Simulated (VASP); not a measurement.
# TiPt3 (Pm-3m) in VASP: a run that goes wrong, beside a sound one

A flawed run on TiPt3 and a sound one for comparison.

All numbers are computed with VASP 6.6.1; they aren't measurements. Logs are shortened: lines on timing, memory, paths and dates and some standing lists are left out, and cuts for length are marked.

### 1 The cell of the first run

It takes space group Pm-3m (No. 221, cubic). The conventional cell has a = 3.897 Å, b = 3.897 Å, c = 3.897 Å, α = 90.00°, β = 90.00°, γ = 90.00°. Pt (site symmetry 4/mmm) has 8 Pt at 2.76 Å and 4 Ti at 2.76 Å within 3.6 Å. Within 3.6 Å of Ti (site symmetry m-3m) lie 12 Pt at 2.76 Å.

### 2 A run with an altered input

Contents of INCAR:

```
GGA = CA ; ISMEAR = -5
SIGMA = 0.1 ; LWAVE = F
LCHARG = F ; NBANDS = 38
PREC = Accurate ; LASPH = T
LREAL = F ; ALGO = Normal
EDIFF = 1E-6 ; NELM = 68
GGA_COMPAT = F ; ENCUT = 320
LMAXMIX = 4
```

Contents of KPOINTS:

```
Automatic mesh
0
Gamma
  1 1 1
  0 0 0
```

Contents of KPOINTS_OPT:

```
path GXMGRX,MR
12
line-mode
reciprocal
 0.0000000000  0.0000000000  0.0000000000  G
 0.0000000000  0.5000000000  0.0000000000  X

 0.0000000000  0.5000000000  0.0000000000  X
 0.5000000000  0.5000000000  0.0000000000  M

 0.5000000000  0.5000000000  0.0000000000  M
 0.0000000000  0.0000000000  0.0000000000  G

 0.0000000000  0.0000000000  0.0000000000  G
 0.5000000000  0.5000000000  0.5000000000  R

 0.5000000000  0.5000000000  0.5000000000  R
 0.0000000000  0.5000000000  0.0000000000  X

 0.5000000000  0.5000000000  0.0000000000  M
 0.5000000000  0.5000000000  0.5000000000  R
```

Contents of POSCAR:

```
TiPt3
1.0
    3.8970000000      0.0000000000      0.0000000000
    0.0000000000      3.8970000000      0.0000000000
    0.0000000000      0.0000000000      3.8970000000
Pt Ti
3 1
Direct
    0.5000000000      0.5000000000      0.0000000000
    0.5000000000      0.0000000000      0.5000000000
    0.0000000000      0.5000000000      0.5000000000
    0.0000000000      0.0000000000      0.0000000000
```

Potentials or basis: VASP PAW LDA potentials, release 64 (Pt, Ti_sv).

Launch:

```console
$ cat potpaw_LDA.64/Pt/POTCAR potpaw_LDA.64/Ti_sv/POTCAR > POTCAR
$ mpirun -np 1 vasp_std > vasp.out
```

OUTCAR:

```text
GGA = CA
   ISMEAR = -5
   PREC = Accurate
   LASPH = T
   LREAL = F
   EDIFF = 1E-6
   NELM = 68
   ENCUT = 320

|       ---->  I REFUSE TO CONTINUE WITH THIS SICK JOB ... BYE!!! <----       |
|                                                                             |
 -----------------------------------------------------------------------------
```

On the terminal:

```text
POSCAR found type information on POSCAR PtTi
 POSCAR found :  2 types and       4 ions
[... 18 lines left out ...]

1
```

stdout:

```text
POSCAR found type information on POSCAR PtTi
 POSCAR found :  2 types and       4 ions
 scaLAPACK will be used
 LDA part: xc-table for (Slater(with rela. corr.)+CA(PZ))
 , standard interpolation
 -----------------------------------------------------------------------------
|                                                                             |
|     EEEEEEE  RRRRRR   RRRRRR   OOOOOOO  RRRRRR      ###     ###     ###     |
|     E        R     R  R     R  O     O  R     R     ###     ###     ###     |
|     E        R     R  R     R  O     O  R     R     ###     ###     ###     |
|     EEEEE    RRRRRR   RRRRRR   O     O  RRRRRR       #       #       #      |
|     E        R   R    R   R    O     O  R   R                               |
|     E        R    R   R    R   O     O  R    R      ###     ###     ###     |
|     EEEEEEE  R     R  R     R  OOOOOOO  R     R     ###     ###     ###     |
|                                                                             |
|     IBZKPT: tetrahedron method fails for NKPT<4. NKPT = 1                   |
|                                                                             |
|       ---->  I REFUSE TO CONTINUE WITH THIS SICK JOB ... BYE!!! <----       |
|                                                                             |
 -----------------------------------------------------------------------------

1
```

It took 0.5 s on 1 thread of Intel Xeon Platinum 8124M at 3.00GHz (Skylake/Cascade Lake), shared host.

The input was rejected before any iteration. The fault, put in on purpose: tetrahedra on too few k points (ISMEAR = -5; KPAR = left out; k = 1 × 1 × 1).

### 3 Band structure, LDA

Contents of INCAR:

```
GGA = CA ; ISMEAR = 1
SIGMA = 0.1 ; LWAVE = F
LCHARG = F ; NBANDS = 38
PREC = Accurate ; LASPH = T
LREAL = F ; ALGO = Normal
EDIFF = 1E-6 ; NELM = 120
GGA_COMPAT = F ; ENCUT = 320
LMAXMIX = 4
```

Contents of KPOINTS:

```
Automatic mesh
0
Gamma
  8 8 8
  0 0 0
```

KPOINTS_OPT is that of step 2.

POSCAR is that of step 2.

Potentials or basis: VASP PAW LDA potentials, release 64 (Pt, Ti_sv).

Launch:

```console
$ cat potpaw_LDA.64/Pt/POTCAR potpaw_LDA.64/Ti_sv/POTCAR > POTCAR
$ mpirun -np 1 vasp_std > vasp.out
```

It took 43 s on 1 thread of Intel Xeon Platinum 8124M at 3.00GHz (Skylake/Cascade Lake), shared host; peak memory 0.16 GiB.

It converged, with:

```yaml
Free_energy: -34.6117 eV
Pressure: -5.0 GPa
Band_gap_along_the_path: zero within the smearing
```

Levels at the corners of the path, in eV from the Fermi level:
| point | band 18 | band 19 | band 20 | band 21 | band 22 | band 23 | band 24 | band 25 |
| --- | --- | --- | --- | --- | --- | --- | --- | --- |
| Γ | 0.00 | 0.00 | 0.00 | 1.34 | 1.34 | 1.56 | 1.56 | 1.56 |
| X | -2.73 | -2.66 | -1.41 | -0.26 | -0.26 | 0.01 | 0.39 | 0.70 |
| X | -2.73 | -2.66 | -1.41 | -0.26 | -0.26 | 0.01 | 0.39 | 0.70 |
| M | -3.17 | -2.51 | -2.35 | -2.32 | 0.16 | 0.16 | 0.28 | 1.47 |
| M | -3.17 | -2.51 | -2.35 | -2.32 | 0.16 | 0.16 | 0.28 | 1.47 |
| Γ | 0.00 | 0.00 | 0.00 | 1.34 | 1.34 | 1.56 | 1.56 | 1.56 |
| Γ | 0.00 | 0.00 | 0.00 | 1.34 | 1.34 | 1.56 | 1.56 | 1.56 |
| R | -0.70 | -0.70 | -0.70 | -0.49 | -0.49 | -0.49 | 1.16 | 1.16 |
| R | -0.70 | -0.70 | -0.70 | -0.49 | -0.49 | -0.49 | 1.16 | 1.16 |
| X | -2.73 | -2.66 | -1.41 | -0.26 | -0.26 | 0.01 | 0.39 | 0.70 |
| M | -3.17 | -2.51 | -2.35 | -2.32 | 0.16 | 0.16 | 0.28 | 1.47 |
| R | -0.70 | -0.70 | -0.70 | -0.49 | -0.49 | -0.49 | 1.16 | 1.16 |

Caveat: the cutoff is under 1.25 times the usual one of these potentials, so pressure, stress and relaxed cells hold a basis-set (Pulay) error; the cell stands under tension; spin-orbit coupling is left out, which moves the levels of the heavy elements.
